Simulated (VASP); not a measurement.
Input of a VASP 6.6.1 run:

INCAR

```
SYSTEM = TaN
PREC = Accurate
ENCUT = 520
EDIFF = 1E-6
ISMEAR = -1
SIGMA = 0.05
LREAL = .False.
LASPH = .True.
NELM = 60
ALGO = Normal
ISIF = 2
LWAVE = .False.
LCHARG = .False.
NBANDS = 15
```

File KPOINTS:

```
regular mesh
0
Gamma
  15 15 15
  0 0 0
```

Contents of POSCAR:

```
TaN
1.0
    0.0000000000      2.0181655479      2.0181655479
    2.0181655479      0.0000000000      2.0181655479
    2.0181655479      2.0181655479      0.0000000000
Ta N
1 1
Direct
    0.0000000000      0.0000000000      0.0000000000
    0.5000000000      0.5000000000      0.5000000000
```

Potentials or basis: VASP PAW LDA potentials, release 64 (Ta_pv, N).

Launch:

```bash
$ cat potpaw_LDA.64/Ta_pv/POTCAR potpaw_LDA.64/N/POTCAR > POTCAR
$ mpirun -np 1 vasp_std > vasp.out
```

(1) Estimate the pressure.

(2) Predict the band gap on the k mesh.

Results:

(1) 141.7 GPa.

(2) zero (bands 8 and 9 overlap by 5.64 eV).

Caveat: the cell stands under pressure; spin-orbit coupling is left out, which moves the levels of the heavy elements.
